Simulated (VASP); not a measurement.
Wanted: the native input for a VASP 6.6.1 run.

* Task: single point
* Functional: r2SCAN
* Dispersion: rVV10
* Potentials or basis: VASP PAW PBE potentials, release 64 (Al, Ga_d, N)
* Cutoff: 520 eV
* k mesh: 8 × 8 × 8
* Occupations: fermi-dirac, width 0.03 eV
* Spin: no spin polarisation
* Dipole correction: no
* Further INCAR settings: ALGO = Normal; EDIFF = 1e-07; NBANDS = 26

The system is Al2GaN3.

```
Al Ga N
1.0
     2.72769    1.57483    2.65640
    -2.72769    1.57483    2.65640
     0.00000   -3.14966    2.65640
Al Ga N
2 1 3
Direct
  0.70261 0.70261 0.70261
  0.29739 0.29739 0.29739
  0.00000 0.00000 0.00000
  0.00000 0.50000 0.00000
  0.50000 0.00000 0.00000
  0.00000 0.00000 0.50000
```

The input as run:

POSCAR

```
Al2GaN3
1.0
    2.7276893764      1.5748321970      2.6563957985
   -2.7276893764      1.5748321970      2.6563957985
    0.0000000000     -3.1496643902      2.6563958007
Al Ga N
2 1 3
Direct
    0.7026074357      0.7026074357      0.7026074357
    0.2973925643      0.2973925643      0.2973925643
    0.0000000000      0.0000000000      0.0000000000
    0.0000000000      0.5000000000      0.0000000000
    0.5000000000      0.0000000000      0.0000000000
    0.0000000000      0.0000000000      0.5000000000
```

INCAR.step1

```
SYSTEM = Al2GaN3
PREC = Accurate
ENCUT = 520
ISMEAR = -1
SIGMA = 0.03
LREAL = .FALSE.
LASPH = .TRUE.
NELM = 100
NBANDS = 26
GGA = PE
ALGO = Normal
EDIFF = 1E-4
LWAVE = .TRUE.
LCHARG = .FALSE.
```

INCAR.step2

```
SYSTEM = Al2GaN3
PREC = Accurate
ENCUT = 520
EDIFF = 1E-7
ISMEAR = -1
SIGMA = 0.03
LREAL = .FALSE.
LASPH = .TRUE.
NELM = 100
ALGO = Normal
ISIF = 2
LWAVE = .FALSE.
LCHARG = .TRUE.
METAGGA = R2SCAN
LMIXTAU = .TRUE.
LUSE_VDW = .TRUE.
IVDW_NL = 2
BPARAM = 11.95
CPARAM = 0.0093
LELF = .TRUE.
LVHAR = .TRUE.
NBANDS = 26
ISTART = 1
```

KPOINTS

```
regular mesh
0
G
  8 8 8
  0 0 0
```

Potentials or basis: VASP PAW PBE potentials, release 64 (Al, Ga_d, N).

Run with:

```bash
$ cat potpaw_PBE.64/Al/POTCAR potpaw_PBE.64/Ga_d/POTCAR potpaw_PBE.64/N/POTCAR > POTCAR
$ cp INCAR.step1 INCAR
$ mpirun -np 1 vasp_std > vasp.out
$ cp INCAR.step2 INCAR
$ mpirun -np 1 vasp_std > vasp.out
```

It gave:

* Pressure: 0.3 GPa
* Largest force: 0.008 eV/Å
* Band gap on the k mesh: zero (bands 17 and 18 overlap by 0.62 eV)

Caveat: semilocal functionals underestimate gaps, and a narrow one can read as zero; the PAW data sets were made with another functional, which shifts forces and pressure a little.

Run time: 5.7 min on 1 thread of Intel Xeon 8259CL (shared host), peak memory 0.39 GiB.
